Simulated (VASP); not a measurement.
**Ni: single point with PBE**

Ni:

```
Ni
1.0
     0.00000    1.75922    1.75922
     1.75922    0.00000    1.75922
     1.75922    1.75922    0.00000
Ni
1
Cartesian
  0.0000 0.0000 0.0000
```

| Property | Result |
| --- | --- |
| Program | VASP 6.6.1 |
| Task | single point |
| Functional | PBE |
| Potentials or basis | VASP PAW PBE potentials, release 64 (Ni) |
| Cutoff | 600 eV |
| k mesh | 20 × 20 × 20 |
| Occupations | gaussian, width 0.1 eV |
| Spin | collinear spin, ferromagnetic start |
| Starting moments | [0.75] μB |

```json
{
  "Pressure": "-0.2 GPa",
  "Net moment": "0.63 μB per cell",
  "Site moments": "Ni +0.64 μB",
  "Valence electrons inside the program's atomic spheres": "Ni 9.31"
}
```

Levels at points of the mesh, in eV from the Fermi level:
Spin up:
```csv
k point,band 1,band 2,band 3,band 4,band 5,band 6,band 7,band 8,band 9,band 10
"(0.00, 0.00, 0.00)",-9.01,-2.44,-2.44,-2.44,-1.26,-1.26,23.72,27.57,27.57,27.57
"(0.50, 0.00, 0.00)",-4.83,-2.42,-2.42,-0.61,-0.61,-0.29,5.65,22.21,24.66,24.66
"(0.50, 0.50, 0.00)",-4.64,-4.20,-0.55,-0.48,-0.48,2.45,9.21,14.82,14.82,19.71
```
Spin down:
```csv
k point,band 2,band 3,band 4,band 5,band 6,band 7,band 8,band 9
"(0.00, 0.00, 0.00)",-1.68,-1.68,-1.68,-0.67,-0.67,23.55,27.55,27.55
"(0.50, 0.00, 0.00)",-1.80,-1.80,-0.35,0.15,0.15,6.08,22.06,24.74
"(0.50, 0.50, 0.00)",-3.58,0.06,0.39,0.39,2.40,9.45,14.82,14.82
```

It took 85 s on 1 thread of AMD EPYC 7R43 64-Core Processor (Zen 3), on a shared host, peak memory 0.16 GiB.
